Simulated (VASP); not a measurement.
## Ca: single point with PBEsol

The system is Ca.

```xyz
1
Lattice="-2.1504 2.1504 2.3296 2.1504 -2.1504 2.3296 2.1504 2.1504 -2.3296" Properties=species:S:1:pos:R:3 pbc="T T T"
Ca    0.0000    0.0000    0.0000
```

This cell differs from its parent crystal: strain -0.040 along x and y, +0.040 along z.

```json
{
 "Program": "VASP 6.6.1",
 "Task": "single point",
 "Functional": "PBEsol",
 "Potentials or basis": "VASP PAW PBE potentials, release 64 (Ca_sv)",
 "Cutoff": "520 eV",
 "k mesh": "16 × 16 × 16",
 "Occupations": "gaussian, width 0.15 eV",
 "Spin": "no spin polarisation",
 "Dipole correction": "no",
 "Further INCAR settings": "ALGO = Fast; EDIFF = 1e-06; NBANDS = 11"
}
```

```
Pressure               : -1.0 GPa
Band gap on the k mesh : zero (band 5 reaches 2.14 eV, above the bottom of band 6 at 1.74 eV)
```

Stress tensor (GPa, compression positive):
```
-1.05  0.00  0.00
 0.00 -1.05  0.00
 0.00  0.00 -0.85
```

Levels at points of the mesh, in eV from the Fermi level:
| k point | band 3 | band 4 | band 5 | band 6 | band 7 | band 8 |
| --- | --- | --- | --- | --- | --- | --- |
| (0.00, 0.00, 0.00) | -22.93 | -22.92 | -4.04 | 2.16 | 2.16 | 2.50 |
| (0.50, 0.00, 0.00) | -22.97 | -22.93 | -0.96 | -0.11 | 1.48 | 2.98 |
| (0.50, 0.50, 0.00) | -22.97 | -22.94 | -0.79 | 0.14 | 1.04 | 3.46 |
| (0.50, 0.50, 0.50) | -23.02 | -23.02 | -0.03 | 0.16 | 3.01 | 4.03 |

It took 110 s on 1 thread of Intel(R) Xeon(R) Platinum 8259CL CPU @ 2.50GHz (Skylake/Cascade Lake), on a shared host, peak memory 0.28 GiB.

Caveat: the cell differs from its parent crystal (strain -0.040 along x and y, +0.040 along z); the PAW data sets were made with another functional, which shifts forces and pressure a little.
